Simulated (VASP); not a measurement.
# WSe2 in VASP: single point with LDA

Aim: the single point of WSe2 with LDA.

Program: VASP 6.6.1. These are calculated values, not measurements. Logs are shortened: lines on timing, memory, paths and dates and some standing lists are left out, and cuts for length are marked.

### 1 The cell of the first run

The cell holds a sheet with vacuum, 6 atoms: a = 3.298 Å, b = 3.298 Å, c = 43.468 Å, α = 90.00°, β = 90.00°, γ = 120.00°.

### 2 Single point, LDA

INCAR

```
SYSTEM = WSe2
ALGO = Normal ; DIPOL = 0.5 0.5 0.345
EDIFF = 1E-7 ; ENCUT = 520
IDIPOL = 3 ; ISIF = 2
ISMEAR = 0 ; LASPH = .TRUE.
LCHARG = .FALSE. ; LDIPOL = .TRUE.
LREAL = .FALSE. ; LWAVE = .FALSE.
NBANDS = 35 ; NELM = 80
PREC = Accurate ; SIGMA = 0.01
```

KPOINTS

```
k-points
0
G
  12 12 1
  0 0 0
```

POSCAR

```
WSe2
1.0
    3.2984100000      0.0000000000      0.0000000000
   -1.6492050000      2.8565068521      0.0000000000
    0.0000000000      0.0000000000     43.4680000000
W Se
2 4
Direct
    0.3333333333      0.6666666667      0.4181866588
    0.6666666667      0.3333333333      0.2719762197
    0.6666666667      0.3333333333      0.4560328427
    0.6666666667      0.3333333333      0.3802576124
    0.3333333333      0.6666666667      0.3099052660
    0.3333333333      0.6666666667      0.2341300357
```

Potentials or basis: VASP PAW LDA potentials, release 64 (W_sv, Se).

The run is started by

```bash
cat potpaw_LDA.64/W_sv/POTCAR potpaw_LDA.64/Se/POTCAR > POTCAR
mpirun -np 1 vasp_std > vasp.out
```

OUTCAR:

```text
SYSTEM = WSe2
   EDIFF = 1E-7
   ENCUT = 520
   ISIF = 2
   ISMEAR = 0
   LASPH = .TRUE.
   LREAL = .FALSE.
   NELM = 80
   PREC = Accurate

 ion  position               nearest neighbor table
   1  0.333  0.667  0.418-   3 2.52   3 2.52   3 2.52   4 2.52   4 2.52   4 2.52
   2  0.667  0.333  0.272-   6 2.52   6 2.52   6 2.52   5 2.52   5 2.52   5 2.52
   3  0.667  0.333  0.456-   1 2.52   1 2.52   1 2.52
   4  0.667  0.333  0.380-   1 2.52   1 2.52   1 2.52
   5  0.333  0.667  0.310-   2 2.52   2 2.52   2 2.52
   6  0.333  0.667  0.234-   2 2.52   2 2.52   2 2.52

  LATTYP: Found a hexagonal cell.
 ALAT       =     3.2984100000
 C/A-ratio  =    13.1784708390

  Lattice vectors:

 A1 = (   3.2984100000,   0.0000000000,   0.0000000000)
 A2 = (  -1.6492050000,   2.8565068521,   0.0000000000)
 A3 = (   0.0000000000,   0.0000000000,  43.4680000000)

Analysis of symmetry for initial positions (statically):
=====================================================================
 Subroutine PRICEL returns:
 Original cell was already a primitive cell.

 Routine SETGRP: Setting up the symmetry group for a
 hexagonal supercell.

 Subroutine GETGRP returns: Found 12 space group operations
 (whereof  6 operations were pure point group operations)
 out of a pool of 24 trial point group operations.

The static configuration has the point symmetry C_3v.
 The point group associated with its full space group is D_3d.

Analysis of symmetry for dynamics (positions and initial velocities):
=====================================================================
 Subroutine PRICEL returns:
 Original cell was already a primitive cell.

 Routine SETGRP: Setting up the symmetry group for a
 hexagonal supercell.

 Subroutine GETGRP returns: Found 12 space group operations
 (whereof  6 operations were pure point group operations)
 out of a pool of 24 trial point group operations.

The dynamic configuration has the point symmetry C_3v.
 The point group associated with its full space group is D_3d.

 Subroutine INISYM returns: Found 12 space group operations
 (whereof  6 operations are pure point group operations),
 and found     1 'primitive' translations

----------------------------------------------------------------------------------------

                                     Primitive cell

  volume of cell :     409.5525

  direct lattice vectors                    reciprocal lattice vectors
     3.298410000  0.000000000  0.000000000     0.303176379  0.175038964  0.000000000
    -1.649205000  2.856506852  0.000000000     0.000000000  0.350077928  0.000000000
     0.000000000  0.000000000 43.468000000     0.000000000  0.000000000  0.023005429

  length of vectors
     3.298410000  3.298410000 43.468000000     0.350077928  0.350077928  0.023005429

  position of ions in fractional coordinates (direct lattice)
     0.333333333  0.666666667  0.418186659
     0.666666667  0.333333333  0.271976220
     0.666666667  0.333333333  0.456032843
     0.666666667  0.333333333  0.380257612
     0.333333333  0.666666667  0.309905266
     0.333333333  0.666666667  0.234130036

  ion indices of the primitive-cell ions
   primitive index   ion index
                 1           1
                 2           2
                 3           3
                 4           4
                 5           5
                 6           6

----------------------------------------------------------------------------------------

 KPOINTS: k-points

Automatic generation of k-mesh.
 Grid dimensions read from file:
 generate k-points for:   12   12    1

 Generating k-lattice:

  Cartesian coordinates                     Fractional coordinates (reciprocal lattice)
     0.025264698  0.014586580  0.000000000     0.083333333 -0.000000000  0.000000000
     0.000000000  0.029173161  0.000000000     0.000000000  0.083333333  0.000000000
     0.000000000  0.000000000  0.023005429     0.000000000  0.000000000  1.000000000

  Length of vectors
     0.029173161  0.029173161  0.023005429

  Shift w.r.t. Gamma in fractional coordinates (k-lattice)
     0.000000000  0.000000000  0.000000000

 Subroutine IBZKPT returns following result:
 ===========================================

 Found     19 irreducible k-points:

 Following reciprocal coordinates:
            Coordinates               Weight
  0.000000  0.000000  0.000000      1.000000
  0.083333  0.000000  0.000000      6.000000
  0.166667  0.000000  0.000000      6.000000
  0.250000  0.000000  0.000000      6.000000
  0.333333  0.000000  0.000000      6.000000
  0.416667  0.000000  0.000000      6.000000
[... 11 lines left out ...]
  0.333333  0.250000  0.000000     12.000000
  0.333333  0.333333  0.000000      2.000000
   k-points           NKPTS =     19   k-points in BZ     NKDIM =     19   number of bands    NBANDS=     35
   number of dos      NEDOS =    301   number of ions     NIONS =      6
   total plane-waves  NPLWV = 254016
   dimension x,y,z NGX =    28 NGY =   28 NGZ =  324
   dimension x,y,z NGXF=    56 NGYF=   56 NGZF=  648
   ions per type =               2   4
   NGX,Y,Z   is equivalent  to a cutoff of  14.11, 14.11, 12.39 a.u.
   NGXF,Y,Z  is equivalent  to a cutoff of  28.23, 28.23, 24.78 a.u.
 SYSTEM =  WSe2
   PREC   = accura    normal or accurate (medium, high low for compatibility)
   ISTART =      0    job   : 0-new  1-cont  2-samecut
   ICHARG =      2    charge: 1-file 2-atom 10-const
   ISPIN  =      1    spin polarized calculation?
   LNONCOLLINEAR =      F non collinear calculations
   LSORBIT =      F    spin-orbit coupling
   LASPH  =      T    aspherical Exc in radial PAW
   ENCUT  =  520.0 eV  38.22 Ry    6.18 a.u.   6.13  6.13 80.82*2*pi/ulx,y,z
   NELM   =     80;   NELMIN=  2; NELMDL= -5     # of ELM steps
   EDIFF  = 0.1E-06   stopping-criterion for ELM
   LREAL  =      F    real-space projection
   EDIFFG = 0.1E-05   stopping-criterion for IOM
   NSW    =      0    number of steps for IOM
   IBRION =     -1    ionic relax: 0-MD 1-quasi-New 2-CG
   NFREE  =      0    steps in history (QN), initial steepest desc. (CG)
   ISIF   =      2    stress and relaxation
   ISYM   =      2    0-nonsym 1-usesym 2-fastsym
   POTIM  = 0.5000    time-step for ionic-motion
   TEBEG  =    0.0;   TEEND  =   0.0 temperature during run
   PSTRESS=    0.0 pullay stress
   NELECT =      52.0000    total number of electrons
   NUPDOWN=      -1.0000    fix difference up-down
   EMIN   =  10.00;   EMAX   =-10.00  energy-range for DOS
   EFERMI =   0.00;   METHOD = LEGACY
   ISMEAR =     0;   SIGMA  =   0.01  broadening in eV -4-tet -1-fermi 0-gaus
   EFERMI_NEDOS =   21; number of points for ismear=-14 and -15
   IALGO  =     38    algorithm
   IMIX   =      4    mixing-type and parameters
     AMIX     =   0.40;   BMIX     =  1.00
     AMIX_MAG =   1.60;   BMIX_MAG =  1.00
  volume/ion in A,a.u.               =      68.26       460.63
  Fermi-wavevector in a.u.,A,eV,Ry     =   0.822822  1.554909  9.211643  0.677037
  Thomas-Fermi vector in A             =   1.934225
   LORBIT       =      0    0 simple, 1 ext, 2 COOP (PROOUT), +10 PAW based schemes
   GGA     = CA    functional components
   LHFCALC =     F    Hartree Fock is set to
   AEXX    =    0.0000 exact exchange contribution
   IVDW    =     0    specifies the selected vdW correction
   LEPSILON=     F    determine dielectric tensor
   LRPA    =     F    only Hartree local field effects (RPA)
 non-spin polarized calculation
 Gauss-broadening in eV      SIGMA  =   0.01
  energy-cutoff  :      520.00
  volume of cell :      409.55
 maximum number of plane-waves:     11094
 NGX is ok and might be reduce to    28
   NGX = 13   NGY = 13   NGZ =161

 dipolmoment           0.000000      0.000000      0.000020 electrons x Angstroem

 number of electron      51.9999997 magnetization

 dipolmoment           0.000000      0.000000     -0.000000 electrons x Angstroem

 Free energy of the ion-electron system (eV)
  ---------------------------------------------------
  ext. energy  EPLUGINS =         0.00000000
  ---------------------------------------------------
  free energy    TOTEN  =       -48.33981503 eV

  energy without entropy =      -48.33981503  energy(sigma->0) =      -48.33981503

 E-fermi :  -1.7067     XC(G=0):  -3.5032

 val. band max:       -1.7563674922   @ k =   0.0000   0.0000   0.0000
 cond. band min:      -0.5427512053   @ k =   0.1667   0.1667   0.0000
 fundamental gap:      1.2136162869
 Fermi energy:        -1.7066560562

 k-point     1 :       0.0000    0.0000    0.0000
  band No.  band energies     occupation
      1     -75.6023      2.00000
      2     -75.6023      2.00000
      3     -40.1144      2.00000
      4     -40.1144      2.00000
      5     -39.9910      2.00000
      6     -39.9910      2.00000
[... 27 lines left out ...]
     34       1.2251      0.00000
     35       2.4517      0.00000

 k-point     2 :       0.0833    0.0000    0.0000
  band No.  band energies     occupation
      1     -75.6016      2.00000
      2     -75.6016      2.00000
      3     -40.1113      2.00000
      4     -40.1113      2.00000
      5     -40.0070      2.00000
      6     -40.0070      2.00000
[... 27 lines left out ...]
     34       1.1496      0.00000
     35       2.8699      0.00000

 k-point     3 :       0.1667    0.0000    0.0000
  band No.  band energies     occupation
      1     -75.5997      2.00000
      2     -75.5996      2.00000
      3     -40.1029      2.00000
      4     -40.1028      2.00000
      5     -40.0505      2.00000
      6     -40.0505      2.00000
[... 27 lines left out ...]
     34       1.5927      0.00000
     35       3.3664      0.00000
[... 533 lines left out ...]
 k-point    18 :       0.3333    0.2500    0.0000
  band No.  band energies     occupation
      1     -75.5909      2.00000
      2     -75.5909      2.00000
      3     -40.1851      2.00000
      4     -40.1851      2.00000
      5     -40.1138      2.00000
      6     -40.1138      2.00000
[... 27 lines left out ...]
     34       2.8413      0.00000
     35       3.7224      0.00000

 k-point    19 :       0.3333    0.3333    0.0000
  band No.  band energies     occupation
      1     -75.5906      2.00000
      2     -75.5906      2.00000
      3     -40.1675      2.00000
      4     -40.1675      2.00000
      5     -40.1412      2.00000
      6     -40.1412      2.00000
[... 27 lines left out ...]
     34       2.8404      0.00000
     35       3.9973      0.00000

------------------------ aborting loop because EDIFF is reached ----------------------------------------

 vacuum level on the upper side and lower side of the slab       (xc-potential included)        -0.068        -0.069

  FORCE on cell =-STRESS in cart. coord.  units (eV):
  Direction    XX          YY          ZZ          XY          YZ          ZX
  --------------------------------------------------------------------------------------
  -------------------------------------------------------------------------------------
  Total       -2.1703580     -2.1703580      0.6427736      0.0000000      0.0000000     -0.0000000
  in kB       -8.4904830     -8.4904830      2.5145428      0.0000000      0.0000000     -0.0000000
  external PRESSURE =      -4.8221411 kB  Pullay stress =       0.0000000 kB

 VOLUME and BASIS-vectors are now :
 -----------------------------------------------------------------------------
  energy-cutoff  :      520.00
  volume of cell :      409.55
      direct lattice vectors                 reciprocal lattice vectors
     3.298410000  0.000000000  0.000000000     0.303176379  0.175038964  0.000000000
    -1.649205000  2.856506852  0.000000000     0.000000000  0.350077928  0.000000000
     0.000000000  0.000000000 43.468000000     0.000000000  0.000000000  0.023005429

 POSITION                                       TOTAL-FORCE (eV/Angst)
 -----------------------------------------------------------------------------------
     -0.00000      1.90434     18.17774        -0.000000      0.000000      0.000493
      1.64921      0.95217     11.82226         0.000000     -0.000000     -0.000493
      1.64921      0.95217     19.82284        -0.000000      0.000000      0.099952
      1.64921      0.95217     16.52904         0.000000     -0.000000     -0.098313
     -0.00000      1.90434     13.47096        -0.000000     -0.000000      0.098313
     -0.00000      1.90434     10.17716         0.000000     -0.000000     -0.099952
 -----------------------------------------------------------------------------------
    total drift:                               -0.000000      0.000000     -0.000017

  FREE ENERGIE OF THE ION-ELECTRON SYSTEM (eV)
  ---------------------------------------------------
  free  energy   TOTEN  =       -48.3398150257 eV

  energy  without entropy=      -48.3398150257  energy(sigma->0) =      -48.33981503

 vacuum level on the upper side and lower side of the slab         3.310         3.309
```

Run time: 23 min. Hardware: 1 thread of Intel Xeon 8259CL, shared host; peak memory 0.56 GiB.

What came out:

| Property | Result |
| --- | --- |
| Free energy | -48.3398 eV |
| Largest force | 0.100 eV/Å |
| Band gap on the k mesh | 1.21 eV (least direct gap 1.49 eV) |

Forces in eV/Å, atoms in the order of the input:
```
W    0.000  0.000  0.000
W    0.000  0.000  0.000
Se   0.000  0.000  0.100
Se   0.000  0.000 -0.098
Se   0.000  0.000  0.098
Se   0.000  0.000 -0.100
```

Caveat: spin-orbit coupling is left out, which moves the levels of the heavy elements.
